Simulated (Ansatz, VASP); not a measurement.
# One calculation of AlN, two programs

```
Al N
1.0
     0.00000    2.11933    2.11933
     2.11933    0.00000    2.11933
     2.11933    2.11933    0.00000
Al N
1 1
Cartesian
  0.0000 0.0000 0.0000
  1.0597 1.0597 1.0597
```

Change from the starting cell: hydrostatic strain -3.0%.

Alike in both runs: task single point; functional r2SCAN; k mesh 10 × 10 × 10; no spin polarisation.

|  | VASP | Ansatz |
| --- | --- | --- |
| version | VASP 6.6.1 | Ansatz 0.2.0 |
| potentials or method | VASP PAW PBE potentials, release 64 (Al, N) | plane waves, PAW |
| plane-wave cutoff (eV) | 520 | 500 |
| occupations | gaussian, width 0.01 eV | fixed |
| valence electrons in the cell | 8 | 8 |

```csv
,VASP,Ansatz,Ansatz less VASP
gap on the k mesh at the Fermi level (eV),4.00,4.01,+0.011
pressure (GPa),22.6,22.9,+0.26
```

VASP's potentials were made for PBE, not for r2SCAN.
